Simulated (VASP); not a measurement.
## AlN: single point with PBE

The system is AlN.

```xyz
2
Lattice="0.0000 2.0104 2.0104 2.0104 0.0000 2.0104 2.0104 2.0104 0.0000" Properties=species:S:1:pos:R:3 pbc="T T T"
Al    0.0000    0.0000    0.0000
N     2.0104    2.0104    2.0104
```

This cell differs from its parent crystal: volume scaled by 1.05.

```yaml
Program: VASP 6.6.1
Task: single point
Functional: PBE
Potentials_or_basis: VASP PAW PBE potentials, release 64 (Al, N)
Cutoff: 520 eV
k_mesh: 10 × 10 × 10
Occupations: fermi-dirac, width 0.02 eV
Spin: no spin polarisation
```

* Pressure: 9.7 GPa
* Band gap on the k mesh: 4.77 eV, indirect (least direct gap 5.92 eV)

Levels at points of the mesh, in eV from the valence-band top:
```csv
k point,band 1,band 2,band 3,band 4,band 5,band 6,band 7,band 8
"(0.00, 0.00, 0.00)",-17.70,0.00,0.00,0.00,5.92,12.22,12.22,12.22
"(0.50, 0.00, 0.00)",-14.38,-8.41,-1.11,-1.11,6.24,11.14,11.14,13.55
"(0.50, 0.50, 0.00)",-13.37,-7.49,-2.84,-2.84,4.77,5.28,14.26,17.51
```

Run time: 8.4 s on 1 thread of Intel Xeon 8259CL, on a shared host, peak memory 0.13 GiB.

 A k mesh can miss the band edges.
